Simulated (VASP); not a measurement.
# BN (R3m) in VASP: notebook, part 2 of 2

VASP 6.6.1. Earlier steps stand in the parts before.

**3. Phonons, PBE+D3(BJ)**

This run uses another cell than the first one, of 7.95 Å³/atom.

The input, INCAR:

```
ALGO     = Normal         # electronic algorithm
EDIFF    = 1E-8           # SCF threshold, eV
ENCUT    = 520            # plane-wave cutoff, eV
GGA      = PE             # functional
IBRION   = 6              # ionic algorithm
ISIF     = 2              # what is computed and relaxed
ISMEAR   = 0              # smearing method
IVDW     = 12             # dispersion correction
LASPH    = T              # aspherical terms in the spheres
LCHARG   = F              # write CHGCAR
LREAL    = F              # projectors in reciprocal space
LWAVE    = F              # write WAVECAR
NELM     = 60             # most SCF steps
NFREE    = 2            
NSW      = 1              # ionic steps
POTIM    = 0.015          # step
PREC     = Accurate       # precision mode
SIGMA    = 0.01           # smearing width, eV
```

The input, KPOINTS:

```
k-points
0
Gamma
  12 12 12
```

The input, POSCAR:

```
BN
1.0
    1.2466858301      0.7197743996      2.9541239727
   -1.2466858301      0.7197743996      2.9541239727
    0.0000000000     -1.4395487993      2.9541239727
B N
1 1
Direct
    1.0001061584      1.0001061584      1.0001061584
    0.3323268416      0.3323268416      0.3323268416
```

Potentials or basis: VASP PAW PBE potentials, release 64 (B, N).

Launch:

```sh
> cat potpaw_PBE.64/B/POTCAR potpaw_PBE.64/N/POTCAR > POTCAR
> mpirun -np 1 vasp_std > vasp.out
```

OUTCAR:

```text
EDIFF = 1E-8
   ENCUT = 520
   GGA = PE
   IBRION = 6
   ISIF = 2
   ISMEAR = 0
   IVDW = 12
   LASPH = T
   LREAL = F
   NELM = 60
   NFREE = 2
   NSW = 1
   POTIM = 0.015
   PREC = Accurate
 IVDW          = 12

 ion  position               nearest neighbor table
   1  0.000  0.000  0.000-   2 1.44   2 1.44   2 1.44
   2  0.332  0.332  0.332-   1 1.44   1 1.44   1 1.44

  LATTYP: Found a trigonal (rhomboedric) cell.
 ALAT       =     3.2862058961
 COS(alpha) =     0.7121577762

  Lattice vectors:

 A1 = (   1.2466858301,   0.7197743996,   2.9541239727)
 A2 = (  -1.2466858301,   0.7197743996,   2.9541239727)
 A3 = (   0.0000000000,  -1.4395487993,   2.9541239727)

Analysis of symmetry for initial positions (statically):
=====================================================================
 Subroutine PRICEL returns:
 Original cell was already a primitive cell.

 Routine SETGRP: Setting up the symmetry group for a
 trigonal (rhombohedral) supercell.

 Subroutine GETGRP returns: Found  6 space group operations
 (whereof  6 operations were pure point group operations)
 out of a pool of 12 trial point group operations.

The static configuration has the point symmetry C_3v.

Analysis of symmetry for dynamics (positions and initial velocities):
=====================================================================
 Subroutine PRICEL returns:
 Original cell was already a primitive cell.

 Routine SETGRP: Setting up the symmetry group for a
 trigonal (rhombohedral) supercell.

 Subroutine GETGRP returns: Found  6 space group operations
 (whereof  6 operations were pure point group operations)
 out of a pool of 12 trial point group operations.

The dynamic configuration has the point symmetry C_3v.

 Subroutine INISYM returns: Found  6 space group operations
 (whereof  6 operations are pure point group operations),
 and found     1 'primitive' translations

----------------------------------------------------------------------------------------

                                     Primitive cell

  volume of cell :      15.9050

  direct lattice vectors                    reciprocal lattice vectors
     1.246685830  0.719774400  2.954123973     0.401063354  0.231554035  0.112836610
    -1.246685830  0.719774400  2.954123973    -0.401063354  0.231554035  0.112836610
     0.000000000 -1.439548799  2.954123973     0.000000000 -0.463108070  0.112836610

  length of vectors
     3.286205896  3.286205896  3.286205896     0.476656255  0.476656255  0.476656255

  position of ions in fractional coordinates (direct lattice)
     0.000106158  0.000106158  0.000106158
     0.332326842  0.332326842  0.332326842

  ion indices of the primitive-cell ions
   primitive index   ion index
                 1           1
                 2           2

----------------------------------------------------------------------------------------

[... 77 lines left out ...]
   POTIM  = 0.0150    time-step for ionic-motion
   TEBEG  =    0.0;   TEEND  =   0.0 temperature during run
   PSTRESS=    0.0 pullay stress
   NELECT =       8.0000    total number of electrons
   NUPDOWN=      -1.0000    fix difference up-down
   EMIN   =  10.00;   EMAX   =-10.00  energy-range for DOS
   EFERMI =   0.00;   METHOD = LEGACY
   ISMEAR =     0;   SIGMA  =   0.01  broadening in eV -4-tet -1-fermi 0-gaus
   EFERMI_NEDOS =   21; number of points for ismear=-14 and -15
   IALGO  =     38    algorithm
   IMIX   =      4    mixing-type and parameters
     AMIX     =   0.40;   BMIX     =  1.00
     AMIX_MAG =   1.60;   BMIX_MAG =  1.00
  volume/ion in A,a.u.               =       7.95        53.67
  Fermi-wavevector in a.u.,A,eV,Ry     =   1.301948  2.460325 23.062815  1.695069
  Thomas-Fermi vector in A             =   2.433048
   LORBIT       =      0    0 simple, 1 ext, 2 COOP (PROOUT), +10 PAW based schemes
   GGA     = PE    functional components
   LHFCALC =     F    Hartree Fock is set to
   AEXX    =    0.0000 exact exchange contribution
   IVDW    =    12    specifies the selected vdW correction
   LEPSILON=     F    determine dielectric tensor
   LRPA    =     F    only Hartree local field effects (RPA)
 finite differences with symmetry
 non-spin polarized calculation
 Gauss-broadening in eV      SIGMA  =   0.01
  energy-cutoff  :      520.00
  volume of cell :       15.90
 maximum number of plane-waves:       446
   NGX = 13   NGY = 13   NGZ = 13

--------------------------------------- Ionic step        1  -------------------------------------------

 number of electron       8.0000000 magnetization

 Free energy of the ion-electron system (eV)
  ---------------------------------------------------
  ext. energy  EPLUGINS =         0.00000000
  ---------------------------------------------------
  free energy    TOTEN  =       -17.50118208 eV

  energy without entropy =      -17.50118208  energy(sigma->0) =      -17.50118208

------------------------ aborting loop because EDIFF is reached ----------------------------------------

 Edisp (eV)   -0.32711

 E8    (eV) :    -0.0970
[... 311 lines left out ...]
--------------------------------------- Ionic step        9  -------------------------------------------

 number of electron       8.0000001 magnetization

 Free energy of the ion-electron system (eV)
  ---------------------------------------------------
  ext. energy  EPLUGINS =         0.00000000
  ---------------------------------------------------
  free energy    TOTEN  =       -17.49987972 eV

  energy without entropy =      -17.49987972  energy(sigma->0) =      -17.49987972

 E-fermi :   3.5195     XC(G=0): -10.8839

 val. band max:        3.4223830670   @ k =  -0.3333   0.2500  -0.0000
 cond. band min:       7.3531137797   @ k =   0.5000   0.5000   0.0000
 fundamental gap:      3.9307307127
 Fermi energy:         3.5194686044

 k-point     1 :       0.0000    0.0000    0.0000
  band No.  band energies     occupation
      1     -14.7342      2.00000
      2       0.0094      2.00000
      3       2.0777      2.00000
      4       2.0777      2.00000
      5       9.4916      0.00000
      6      15.1263      0.00000
      7      15.1263      0.00000
      8      16.7190      0.00000
[... 243 lines left out ...]
 k-point    24 :      -0.4167    0.1667   -0.0000
  band No.  band energies     occupation
      1     -11.0936      2.00000
      2      -5.4147      2.00000
      3      -2.0477      2.00000
      4       3.1631      2.00000
      5       8.6588      0.00000
      6      15.1921      0.00000
      7      17.4560      0.00000
      8      18.4617      0.00000

 [... further k-points ...]

------------------------ aborting loop because EDIFF is reached ----------------------------------------

 Edisp (eV)   -0.32711

 E8    (eV) :    -0.0970
[... 25 lines left out ...]
  FREE ENERGIE OF THE ION-ELECTRON SYSTEM (eV)
  ---------------------------------------------------
  free  energy   TOTEN  =       -17.8269942107 eV

  energy  without entropy=      -17.8269942107  energy(sigma->0) =      -17.82699421

 INTERNAL STRAIN TENSORS FROM DISPLACED ATOMS
 ============================================

 INTERNAL STRAIN TENSOR FOR ION    1 for displacements in x,y,z  (eV/Angst):
          X           Y           Z          XY          YZ          ZX
  --------------------------------------------------------------------------------
  x     0.00000     0.00000     0.00000   -13.54962     0.00000    -0.19131
  y   -13.54962    13.54962     0.00000     0.00000    -0.19132     0.00000
  z     0.24916     0.24916    -1.38557     0.00000     0.00000     0.00000

 INTERNAL STRAIN TENSOR FOR ION    2 for displacements in x,y,z  (eV/Angst):
          X           Y           Z          XY          YZ          ZX
  --------------------------------------------------------------------------------
  x     0.00000     0.00000     0.00000    13.54254     0.00000     0.19103
  y    13.54254   -13.54254    -0.00000     0.00000     0.19104     0.00000
  z    -0.24991    -0.24991     1.39028     0.00000    -0.00000     0.00000

 Eigenvectors and eigenvalues of the dynamical matrix
 ----------------------------------------------------

   1 f  =   41.411518 THz   260.196241 2PiTHz 1381.339550 cm-1   171.264200 meV
             X         Y         Z           dx          dy          dz
      0.000000 -0.000000  0.000941     0.000000   -0.751173    0.000000
      0.000000 -0.000000  2.945204    -0.000000    0.660106   -0.000000
[... 21 lines left out ...]
   6 f/i=    0.000972 THz     0.006108 2PiTHz    0.032424 cm-1     0.004020 meV
             X         Y         Z           dx          dy          dz
      0.000000 -0.000000  0.000941    -0.654477   -0.086023    0.000000
      0.000000 -0.000000  2.945204    -0.744767   -0.097891    0.000000

 ELASTIC MODULI CONTR FROM IONIC RELAXATION (kBar)
 Direction    XX          YY          ZZ          XY          YZ          ZX
 --------------------------------------------------------------------------------
 XX        -432.3588    431.2714      3.0240     -0.0000     -6.0942     -0.0000
 YY         431.2714   -432.3588      3.0240      0.0000      6.0942      0.0000
 ZZ           3.0240      3.0240    -16.8198     -0.0000      0.0000     -0.0000
 XY          -0.0000      0.0000     -0.0000   -431.8151     -0.0000     -6.0941
 YZ          -6.0942      6.0942      0.0000     -0.0000     -0.0860     -0.0000
 ZX          -0.0000      0.0000     -0.0000     -6.0941     -0.0000     -0.0860
 --------------------------------------------------------------------------------
```

It took 15 min on 1 thread of AMD EPYC 7R13, shared host; peak memory 0.32 GiB.

What came out:

* Highest phonon frequency at Γ, LO-TO splitting left out: 1381 cm⁻¹
* Dispersion energy per atom: -0.164 eV

Phonon frequencies in cm⁻¹ (negative: imaginary):
```tsv
q point	frequencies
(0.000, 0.000, 0.000)	0 0 0 717 1381 1381
```

Caveat: the cell stands under pressure or tension, which shifts response properties.

**4. Phonons, PBE+D3(BJ)**

This run uses another cell than the first one, of 7.22 Å³/atom.

The input, INCAR:

```
SYSTEM = BN
PREC = Accurate ; ENCUT = 520
EDIFF = 1E-8 ; ISMEAR = 0
SIGMA = 0.01 ; LREAL = .False.
LASPH = .True. ; NELM = 80
ALGO = Normal ; ISIF = 2
LWAVE = .False. ; LCHARG = .False.
GGA = PE ; IVDW = 12
IBRION = 6 ; NFREE = 2
POTIM = 0.015 ; NSW = 1
```

The input, KPOINTS:

```
regular mesh
0
Gamma
  12 12 12
  0 0 0
```

The input, POSCAR:

```
BN
1.0
    1.2384954568      0.7150456854      2.7182116809
   -1.2384954568      0.7150456854      2.7182116809
    0.0000000000     -1.4300913708      2.7182116809
B N
1 1
Direct
    1.0010547317      1.0010547317      1.0010547317
    0.3313782683      0.3313782683      0.3313782683
```

Potentials or basis: VASP PAW PBE potentials, release 64 (B, N).

Launch:

```sh
> cat potpaw_PBE.64/B/POTCAR potpaw_PBE.64/N/POTCAR > POTCAR
> mpirun -np 1 vasp_std > vasp.out
```

OUTCAR:

```text
SYSTEM = BN
   PREC = Accurate
   ENCUT = 520
   EDIFF = 1E-8
   ISMEAR = 0
   LREAL = .False.
   LASPH = .True.
   NELM = 80
   ISIF = 2
   GGA = PE
   IVDW = 12
   IBRION = 6
   NFREE = 2
   POTIM = 0.015
   NSW = 1
 IVDW          = 12

 ion  position               nearest neighbor table
   1  0.001  0.001  0.001-   2 1.43   2 1.43   2 1.43
[... 832 lines left out ...]
  x    -0.00000     0.00000     0.00000   -15.06817     0.00000    -0.72932
  y   -15.06817    15.06817     0.00000    -0.00000    -0.72932     0.00000
  z     0.42688     0.42688    -3.04563     0.00000    -0.00000     0.00000

 INTERNAL STRAIN TENSOR FOR ION    2 for displacements in x,y,z  (eV/Angst):
          X           Y           Z          XY          YZ          ZX
  --------------------------------------------------------------------------------
  x    -0.00000     0.00000    -0.00000    15.06242     0.00000     0.72795
  y    15.06242   -15.06242     0.00000     0.00000     0.72796     0.00000
  z    -0.43084    -0.43084     3.04680     0.00000     0.00000     0.00000

 Eigenvectors and eigenvalues of the dynamical matrix
 ----------------------------------------------------

   1 f  =   42.485486 THz   266.944184 2PiTHz 1417.163286 cm-1   175.705775 meV
             X         Y         Z           dx          dy          dz
      0.000000  0.000000  0.008601     0.000000   -0.751183    0.000000
      0.000000  0.000000  2.702269     0.000000    0.660094    0.000000
[... 21 lines left out ...]
   6 f/i=    0.000484 THz     0.003041 2PiTHz    0.016142 cm-1     0.002001 meV
             X         Y         Z           dx          dy          dz
      0.000000  0.000000  0.008601    -0.000000    0.000000   -0.660106
      0.000000  0.000000  2.702269     0.000000    0.000000   -0.751172

 ELASTIC MODULI CONTR FROM IONIC RELAXATION (kBar)
 Direction    XX          YY          ZZ          XY          YZ          ZX
 --------------------------------------------------------------------------------
 XX        -560.8441    556.7640     14.4906     -0.0000    -27.0268     -0.0000
 YY         556.7640   -560.8441     14.4906      0.0000     27.0268      0.0000
 ZZ          14.4906     14.4906   -102.9267      0.0000     -0.0000      0.0000
 XY          -0.0000      0.0000      0.0000   -558.8041     -0.0000    -27.0267
 YZ         -27.0268     27.0268     -0.0000     -0.0000     -1.3072     -0.0000
 ZX          -0.0000      0.0000      0.0000    -27.0267     -0.0000     -1.3071
 --------------------------------------------------------------------------------
```

OSZICAR:

```text
N       E                     dE             d eps       ncg     rms          rms(c)
DAV:   1     0.128599042587E+02    0.12860E+02   -0.52198E+03  3112   0.979E+02
DAV:   2    -0.187722961590E+02   -0.31632E+02   -0.30177E+02  4232   0.179E+02
DAV:   3    -0.190822014966E+02   -0.30991E+00   -0.30991E+00  3648   0.226E+01
[... 88 lines left out ...]
DAV:   3    -0.173680329638E+02    0.83645E-03   -0.40305E-03  3528   0.576E-01    0.297E-02
DAV:   4    -0.173680432368E+02   -0.10273E-04   -0.20565E-04  3392   0.161E-01    0.120E-02
DAV:   5    -0.173680454498E+02   -0.22130E-05   -0.29688E-06  4664   0.189E-02    0.534E-03
DAV:   6    -0.173680460278E+02   -0.57799E-06   -0.10407E-06  3216   0.104E-02    0.960E-04
DAV:   7    -0.173680460300E+02   -0.22629E-08   -0.77667E-08  4320   0.295E-03
   9 F= -.17731133E+02 E0= -.17731133E+02  d E =-.293600E-23
```

stdout:

```text
POSCAR found type information on POSCAR B N
 POSCAR found :  2 types and       2 ions
 scaLAPACK will be used
 LDA part: xc-table for (Slater+PW92), standard interpolation
 POSCAR, INCAR and KPOINTS ok, starting setup
 FFT: planning ... GRIDC
 FFT: planning ... GRID_SOFT
 FFT: planning ... GRID
 WAVECAR not read
 entering main loop
 Found     4 degrees of freedom:
 Finite differences POTIM= 0.01500 DOF=   4
 bond charge predicted
 Finite differences progress:
 bond charge predicted
 Finite differences progress:
 bond charge predicted
 Finite differences progress:
 bond charge predicted
 Finite differences progress:
 bond charge predicted
 Finite differences progress:
 bond charge predicted
 Finite differences progress:
 bond charge predicted
 Finite differences progress:
 bond charge predicted
 Finite differences progress:
```

Run time: 11 min. Hardware: 1 thread of AMD EPYC 7R43 (Zen 3), shared host; peak memory 0.29 GiB.

Results:

- Highest phonon frequency at Γ, LO-TO splitting left out: 1417 cm⁻¹
- Dispersion energy per atom: -0.182 eV

Phonon frequencies in cm⁻¹ (negative: imaginary):
| q point | frequencies |
| --- | --- |
| (0.000, 0.000, 0.000) | 0 0 0 668 1417 1417 |

Caveat: the cell stands under pressure or tension, which shifts response properties.
